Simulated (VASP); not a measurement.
# Ca (Fm-3m) in VASP: a series of runs

Ca is run at these levels: r2SCAN; tasks: single point.

Everything below comes from runs of VASP 6.6.1. Logs are shortened: lines on timing, memory, paths and dates and some standing lists are left out, and cuts for length are marked.

### 1 The cell of the first run

Symmetry: Fm-3m, No. 225, cubic system. The conventional cell has a = 5.588 Å, b = 5.588 Å, c = 5.588 Å, α = 90.00°, β = 90.00°, γ = 90.00°. Within 5.2 Å of Ca (site symmetry m-3m) lie 12 Ca at 3.95 Å.

### 2 Single point, r2SCAN

The input, POSCAR:

```
Ca
1.0
    0.0000000000      2.7942000000      2.7942000000
    2.7942000000      0.0000000000      2.7942000000
    2.7942000000      2.7942000000      0.0000000000
Ca
1
Direct
    0.0000000000      0.0000000000      0.0000000000
```

The input, INCAR.step1:

```
SYSTEM = Ca
PREC = Accurate
ENCUT = 520
ISMEAR = 0
SIGMA = 0.1
LREAL = .FALSE.
LASPH = .TRUE.
NELM = 80
NBANDS = 11
GGA = PE
ALGO = Normal
EDIFF = 1E-4
LWAVE = .TRUE.
LCHARG = .FALSE.
```

The input, INCAR.step2:

```
SYSTEM = Ca
PREC = Accurate
ENCUT = 520
EDIFF = 1E-7
ISMEAR = 0
SIGMA = 0.1
LREAL = .FALSE.
LASPH = .TRUE.
NELM = 80
ALGO = Normal
ISIF = 2
LWAVE = .FALSE.
LCHARG = .FALSE.
METAGGA = R2SCAN
LMIXTAU = .TRUE.
NBANDS = 11
ISTART = 1
```

The input, KPOINTS:

```
Automatic mesh
0
G
  6 6 6
  0 0 0
```

Potentials or basis: VASP PAW PBE potentials, release 64 (Ca_sv).

Command:

```bash
cat potpaw_PBE.64/Ca_sv/POTCAR > POTCAR
cp INCAR.step1 INCAR
mpirun -np 1 vasp_std > vasp.out
cp INCAR.step2 INCAR
mpirun -np 1 vasp_std > vasp.out
```

OUTCAR:

```text
SYSTEM = Ca
   PREC = Accurate
   ENCUT = 520
   EDIFF = 1E-7
   ISMEAR = 0
   LREAL = .FALSE.
   LASPH = .TRUE.
   NELM = 80
   ISIF = 2
   METAGGA = R2SCAN
   ISTART = 1

 ion  position               nearest neighbor table
   1  0.000  0.000  0.000-

  LATTYP: Found a face centered cubic cell.
 ALAT       =     5.5884000000

  Lattice vectors:

 A1 = (   0.0000000000,   2.7942000000,   2.7942000000)
 A2 = (   2.7942000000,   0.0000000000,   2.7942000000)
 A3 = (   2.7942000000,   2.7942000000,   0.0000000000)

Analysis of symmetry for initial positions (statically):
=====================================================================
 Subroutine PRICEL returns:
 Original cell was already a primitive cell.

 Routine SETGRP: Setting up the symmetry group for a
 face centered cubic supercell.

 Subroutine GETGRP returns: Found 48 space group operations
 (whereof 48 operations were pure point group operations)
 out of a pool of 48 trial point group operations.

The static configuration has the point symmetry O_h .

Analysis of symmetry for dynamics (positions and initial velocities):
=====================================================================
 Subroutine PRICEL returns:
 Original cell was already a primitive cell.

 Routine SETGRP: Setting up the symmetry group for a
 face centered cubic supercell.

 Subroutine GETGRP returns: Found 48 space group operations
 (whereof 48 operations were pure point group operations)
 out of a pool of 48 trial point group operations.

The dynamic configuration has the point symmetry O_h .

 Subroutine INISYM returns: Found 48 space group operations
 (whereof 48 operations are pure point group operations),
 and found     1 'primitive' translations

----------------------------------------------------------------------------------------

                                     Primitive cell

  volume of cell :      43.6317

  direct lattice vectors                    reciprocal lattice vectors
     0.000000000  2.794200000  2.794200000    -0.178942094  0.178942094  0.178942094
     2.794200000  0.000000000  2.794200000     0.178942094 -0.178942094  0.178942094
     2.794200000  2.794200000  0.000000000     0.178942094  0.178942094 -0.178942094

  length of vectors
     3.951595536  3.951595536  3.951595536     0.309936799  0.309936799  0.309936799

  position of ions in fractional coordinates (direct lattice)
     0.000000000  0.000000000  0.000000000

  ion indices of the primitive-cell ions
   primitive index   ion index
                 1           1

----------------------------------------------------------------------------------------

 KPOINTS: Automatic mesh

Automatic generation of k-mesh.
 Grid dimensions read from file:
 generate k-points for:    6    6    6

 Generating k-lattice:

  Cartesian coordinates                     Fractional coordinates (reciprocal lattice)
    -0.029823682  0.029823682  0.029823682     0.166666667  0.000000000  0.000000000
     0.029823682 -0.029823682  0.029823682     0.000000000  0.166666667  0.000000000
     0.029823682  0.029823682 -0.029823682     0.000000000  0.000000000  0.166666667

  Length of vectors
     0.051656133  0.051656133  0.051656133

  Shift w.r.t. Gamma in fractional coordinates (k-lattice)
     0.000000000  0.000000000  0.000000000

 Subroutine IBZKPT returns following result:
 ===========================================

 Found     16 irreducible k-points:

 Following reciprocal coordinates:
            Coordinates               Weight
  0.000000  0.000000  0.000000      1.000000
  0.166667  0.000000  0.000000      8.000000
  0.333333  0.000000  0.000000      8.000000
  0.500000  0.000000  0.000000      4.000000
  0.166667  0.166667  0.000000      6.000000
  0.333333  0.166667  0.000000     24.000000
[... 8 lines left out ...]
 -0.333333  0.333333  0.166667     24.000000
 -0.333333  0.500000  0.166667     12.000000
   k-points           NKPTS =     16   k-points in BZ     NKDIM =     16   number of bands    NBANDS=     11
   number of dos      NEDOS =    301   number of ions     NIONS =      1
   total plane-waves  NPLWV =  27000
   dimension x,y,z NGX =    30 NGY =   30 NGZ =   30
   dimension x,y,z NGXF=    60 NGYF=   60 NGZF=   60
   ions per type =               1
   NGX,Y,Z   is equivalent  to a cutoff of  12.62, 12.62, 12.62 a.u.
   NGXF,Y,Z  is equivalent  to a cutoff of  25.24, 25.24, 25.24 a.u.
 SYSTEM =  Ca
   PREC   = accura    normal or accurate (medium, high low for compatibility)
   ISTART =      1    job   : 0-new  1-cont  2-samecut
   ICHARG =      0    charge: 1-file 2-atom 10-const
   ISPIN  =      1    spin polarized calculation?
   LNONCOLLINEAR =      F non collinear calculations
   LSORBIT =      F    spin-orbit coupling
   LASPH  =      T    aspherical Exc in radial PAW
   ENCUT  =  520.0 eV  38.22 Ry    6.18 a.u.   7.35  7.35  7.35*2*pi/ulx,y,z
   NELM   =     80;   NELMIN=  2; NELMDL=  0     # of ELM steps
   EDIFF  = 0.1E-06   stopping-criterion for ELM
   LREAL  =      F    real-space projection
   EDIFFG = 0.1E-05   stopping-criterion for IOM
   NSW    =      0    number of steps for IOM
   IBRION =     -1    ionic relax: 0-MD 1-quasi-New 2-CG
   NFREE  =      0    steps in history (QN), initial steepest desc. (CG)
   ISIF   =      2    stress and relaxation
   ISYM   =      2    0-nonsym 1-usesym 2-fastsym
   POTIM  = 0.5000    time-step for ionic-motion
   TEBEG  =    0.0;   TEEND  =   0.0 temperature during run
   PSTRESS=    0.0 pullay stress
   NELECT =      10.0000    total number of electrons
   NUPDOWN=      -1.0000    fix difference up-down
   EMIN   =  10.00;   EMAX   =-10.00  energy-range for DOS
   EFERMI =   0.00;   METHOD = LEGACY
   ISMEAR =     0;   SIGMA  =   0.10  broadening in eV -4-tet -1-fermi 0-gaus
   EFERMI_NEDOS =   21; number of points for ismear=-14 and -15
   IALGO  =     38    algorithm
   IMIX   =      4    mixing-type and parameters
     AMIX     =   0.40;   BMIX     =  1.00
     AMIX_MAG =   1.60;   BMIX_MAG =  1.00
  volume/ion in A,a.u.               =      43.63       294.44
  Fermi-wavevector in a.u.,A,eV,Ry     =   1.001861  1.893242 13.656506  1.003725
  Thomas-Fermi vector in A             =   2.134310
   LORBIT       =      0    0 simple, 1 ext, 2 COOP (PROOUT), +10 PAW based schemes
   METAGGA = R2SCAN    functional components
   LHFCALC =     F    Hartree Fock is set to
   AEXX    =    0.0000 exact exchange contribution
   IVDW    =     0    specifies the selected vdW correction
   LEPSILON=     F    determine dielectric tensor
   LRPA    =     F    only Hartree local field effects (RPA)
 non-spin polarized calculation
 Gauss-broadening in eV      SIGMA  =   0.10
  energy-cutoff  :      520.00
  volume of cell :       43.63
 maximum number of plane-waves:      1211
 NGX is ok and might be reduce to    30
   NGX = 15   NGY = 15   NGZ = 15

 number of electron       9.9999997 magnetization

 Free energy of the ion-electron system (eV)
  ---------------------------------------------------
  ext. energy  EPLUGINS =         0.00000000
  ---------------------------------------------------
  free energy    TOTEN  =        -7.01192965 eV

  energy without entropy =       -7.00062842  energy(sigma->0) =       -7.00627903

 E-fermi :   1.9438     XC(G=0):  -8.1055

 val. band max:        1.9394119507   @ k =  -0.3333   0.5000   0.1667
 cond. band min:       2.0342001734   @ k =   0.5000   0.1667   0.0000
 fundamental gap:      0.0947882227
 Fermi energy:         1.9438195928

 k-point     1 :       0.0000    0.0000    0.0000
  band No.  band energies     occupation
      1     -41.9873      2.00000
      2     -22.0203      2.00000
      3     -22.0203      2.00000
      4     -22.0202      2.00000
      5      -2.3535      2.00000
      6       4.5325      0.00000
      7       4.5325      0.00000
      8       4.5325      0.00000
      9       5.6124      0.00000
     10       5.6124      0.00000
     11      11.3206      0.00000

 k-point     2 :       0.1667    0.0000    0.0000
  band No.  band energies     occupation
      1     -41.9842      2.00000
      2     -22.0530      2.00000
      3     -22.0247      2.00000
      4     -22.0246      2.00000
      5      -1.8719      2.00000
      6       4.0141      0.00000
      7       4.6643      0.00000
      8       4.6644      0.00000
      9       5.5175      0.00000
     10       5.5175      0.00000
     11      10.9129      0.00000

 k-point     3 :       0.3333    0.0000    0.0000
  band No.  band energies     occupation
      1     -41.9780      2.00000
      2     -22.1178      2.00000
      3     -22.0336      2.00000
      4     -22.0335      2.00000
      5      -0.5542      2.00000
      6       2.8734      0.00000
      7       4.5428      0.00000
      8       4.5428      0.00000
      9       5.9013      0.00000
     10       5.9013      0.00000
     11       8.4747      0.00000

 k-point     4 :       0.5000    0.0000    0.0000
  band No.  band energies     occupation
      1     -41.9750      2.00000
      2     -22.1499      2.00000
      3     -22.0380      2.00000
      4     -22.0379      2.00000
      5       0.9348      2.00000
      6       1.5674      2.00000
      7       4.3896      0.00000
      8       4.3896      0.00000
      9       6.3101      0.00000
     10       6.3101      0.00000
     11       7.4624      0.00000
[... 127 lines left out ...]
 k-point    14 :       0.5000    0.3333    0.1667
  band No.  band energies     occupation
      1     -41.9740      2.00000
      2     -22.1166      2.00000
      3     -22.0727      2.00000
      4     -22.0491      2.00000
      5       0.4894      2.00000
      6       2.8905      0.00000
      7       3.4163      0.00000
      8       5.1066      0.00000
      9       5.7028      0.00000
     10       6.5598      0.00000
     11       8.4738      0.00000

 k-point    15 :      -0.3333    0.3333    0.1667
  band No.  band energies     occupation
      1     -41.9719      2.00000
      2     -22.1207      2.00000
      3     -22.0883      2.00000
      4     -22.0565      2.00000
      5       1.8580      1.77492
      6       2.0418      0.16574
      7       3.1733      0.00000
      8       4.9189      0.00000
      9       6.1351      0.00000
     10       6.9393      0.00000
     11       7.1281      0.00000

 k-point    16 :      -0.3333    0.5000    0.1667
  band No.  band energies     occupation
      1     -41.9709      2.00000
      2     -22.1236      2.00000
      3     -22.0862      2.00000
      4     -22.0683      2.00000
      5       1.9394      1.04970
      6       2.6236      0.00000
      7       2.6728      0.00000
      8       5.1300      0.00000
      9       6.4995      0.00000
     10       6.9338      0.00000
     11       7.5807      0.00000

------------------------ aborting loop because EDIFF is reached ----------------------------------------

  FORCE on cell =-STRESS in cart. coord.  units (eV):
  Direction    XX          YY          ZZ          XY          YZ          ZX
  --------------------------------------------------------------------------------------
  -------------------------------------------------------------------------------------
  Total       -0.0705753     -0.0705753     -0.0705753      0.0000000      0.0000000     -0.0000000
  in kB       -2.5915590     -2.5915590     -2.5915590      0.0000000      0.0000000     -0.0000000
  external PRESSURE =      -2.5915590 kB  Pullay stress =       0.0000000 kB

 VOLUME and BASIS-vectors are now :
 -----------------------------------------------------------------------------
  energy-cutoff  :      520.00
  volume of cell :       43.63
      direct lattice vectors                 reciprocal lattice vectors
     0.000000000  2.794200000  2.794200000    -0.178942094  0.178942094  0.178942094
     2.794200000  0.000000000  2.794200000     0.178942094 -0.178942094  0.178942094
     2.794200000  2.794200000  0.000000000     0.178942094  0.178942094 -0.178942094

 POSITION                                       TOTAL-FORCE (eV/Angst)
 -----------------------------------------------------------------------------------
      0.00000      0.00000      0.00000         0.000000      0.000000      0.000000
 -----------------------------------------------------------------------------------
    total drift:                               -0.000000     -0.000000      0.000000

  FREE ENERGIE OF THE ION-ELECTRON SYSTEM (eV)
  ---------------------------------------------------
  free  energy   TOTEN  =        -7.0119296458 eV

  energy  without entropy=       -7.0006284181  energy(sigma->0) =       -7.00627903
```

It took 18 s on 1 thread of Intel Xeon 6975P-C (Granite Rapids), shared host; peak memory 0.16 GiB.

Results:

* Free energy: -7.0119 eV
* Pressure: -0.3 GPa
* Band gap on the k mesh: zero (band 5 reaches 1.94 eV, above the bottom of band 6 at 1.57 eV)

Caveat: the PAW data sets were made with another functional, which shifts forces and pressure a little.

### 3 Single point, r2SCAN

This run uses another cell than the first one, of 43.17 Å³/atom, 0.990 times its volume.

The input, POSCAR:

```
Ca
1.0
    0.0000000000      2.7844090198      2.7844090198
    2.7844090198      0.0000000000      2.7844090198
    2.7844090198      2.7844090198      0.0000000000
Ca
1
Direct
    0.0000000000      0.0000000000      0.0000000000
```

The input, INCAR.step1:

```
SYSTEM = Ca
PREC = Accurate
ENCUT = 520
ISMEAR = 0
SIGMA = 0.1
LREAL = .False.
LASPH = .True.
NELM = 60
NBANDS = 11
GGA = PE
ALGO = Normal
EDIFF = 1E-4
LWAVE = .True.
LCHARG = .False.
```

The input, INCAR.step2:

```
SYSTEM = Ca
PREC = Accurate
ENCUT = 520
EDIFF = 1E-6
ISMEAR = 0
SIGMA = 0.1
LREAL = .False.
LASPH = .True.
NELM = 60
ALGO = Normal
ISIF = 2
LWAVE = .False.
LCHARG = .False.
METAGGA = R2SCAN
LMIXTAU = .True.
NBANDS = 11
ISTART = 1
```

The input, KPOINTS:

```
regular mesh
0
Gamma
  14 14 14
  0 0 0
```

Potentials or basis: VASP PAW PBE potentials, release 64 (Ca_sv).

Command:

```bash
cat potpaw_PBE.64/Ca_sv/POTCAR > POTCAR
cp INCAR.step1 INCAR
mpirun -np 1 vasp_std > vasp.out
cp INCAR.step2 INCAR
mpirun -np 1 vasp_std > vasp.out
```

Wall time 80 s (1 thread of Intel Xeon 6975P-C (Granite Rapids), shared host); peak memory 0.19 GiB.

The run converged. Its results:

```
Free energy            : -7.0352 eV
Pressure               : 0.0 GPa
Band gap on the k mesh : zero (band 5 reaches 2.13 eV, above the bottom of band 6 at 1.61 eV)
```

Levels at points of the mesh, in eV from the Fermi level:
| k point | band 1 | band 2 | band 3 | band 4 | band 5 | band 6 | band 7 | band 8 | band 9 | band 10 |
| --- | --- | --- | --- | --- | --- | --- | --- | --- | --- | --- |
| (0.00, 0.00, 0.00) | -43.83 | -23.86 | -23.86 | -23.86 | -4.24 | 2.68 | 2.68 | 2.68 | 3.78 | 3.78 |
| (0.50, 0.00, 0.00) | -43.81 | -23.99 | -23.88 | -23.87 | -0.93 | -0.29 | 2.54 | 2.54 | 4.49 | 4.49 |
| (0.50, 0.50, 0.00) | -43.81 | -23.98 | -23.91 | -23.91 | -0.38 | 0.78 | 0.91 | 4.47 | 4.67 | 4.67 |

Caveat: the PAW data sets were made with another functional, which shifts forces and pressure a little.

### 4 Single point, r2SCAN (volume scaled by 0.94)

The input, POSCAR:

```
Ca
1.0
    0.0000000000      2.7275684040      2.7275684040
    2.7275684040      0.0000000000      2.7275684040
    2.7275684040      2.7275684040      0.0000000000
Ca
1
Direct
    0.0000000000      0.0000000000      0.0000000000
```

The input, INCAR.step1:

```
PREC = Accurate ; ENCUT = 520
ISMEAR = 0 ; SIGMA = 0.1
LREAL = F ; LASPH = T
NELM = 80 ; NBANDS = 11
GGA = PE ; ALGO = Normal
EDIFF = 1E-4 ; LWAVE = T
LCHARG = F
```

The input, INCAR.step2:

```
PREC = Accurate ; ENCUT = 520
EDIFF = 1E-7 ; ISMEAR = 0
SIGMA = 0.1 ; LREAL = F
LASPH = T ; NELM = 80
ALGO = Normal ; ISIF = 2
LWAVE = F ; LCHARG = F
METAGGA = R2SCAN ; LMIXTAU = T
NBANDS = 11 ; ISTART = 1
```

The input, KPOINTS:

```
regular mesh
0
Gamma
  14 14 14
```

Command:

```bash
cat potpaw_PBE.64/Ca_sv/POTCAR > POTCAR
cp INCAR.step1 INCAR
mpirun -np 1 vasp_std > vasp.out
cp INCAR.step2 INCAR
mpirun -np 1 vasp_std > vasp.out
```

Wall time 2.1 min (1 thread of Intel Xeon 6975P-C (Granite Rapids), shared host); peak memory 0.2 GiB.

It converged, with:

- Free energy: -7.0239 eV
- Pressure: 1.3 GPa
- Band gap on the k mesh: zero (band 5 reaches 2.33 eV, above the bottom of band 6 at 1.91 eV)

Levels at points of the mesh, in eV from the Fermi level:
```csv
k point,band 2,band 3,band 4,band 5,band 6,band 7,band 8,band 9
"(0.00, 0.00, 0.00)",-23.69,-23.69,-23.69,-4.35,2.77,2.77,2.77,3.95
"(0.50, 0.00, 0.00)",-23.86,-23.72,-23.72,-0.95,-0.24,2.62,2.62,4.71
"(0.50, 0.50, 0.00)",-23.85,-23.75,-23.75,-0.44,0.74,1.03,4.69,4.91
```

Caveat: the cell differs from its parent crystal (volume scaled by 0.94); the PAW data sets were made with another functional, which shifts forces and pressure a little.

### 5 Summary

```csv
cell,k mesh,gap on the mesh (eV),pressure (GPa)
"a = 3.952 Å, angles 60.0°, 1 atom",6 × 6 × 6,none,-0.3
"a = 3.938 Å, angles 60.0°, 1 atom",14 × 14 × 14,none,0.0
"a = 3.857 Å, angles 60.0°, 1 atom",14 × 14 × 14,none,1.3
```

Alike in all rows: task single point; level r2SCAN; potentials or basis VASP PAW PBE potentials, release 64 (Ca_sv); no spin polarisation; cutoff (eV) 520; smearing gaussian 0.1 eV.

Caveats: the PAW data sets were made with another functional, which shifts forces and pressure a little.

Absolute energies hang on the potentials; compare differences alone.
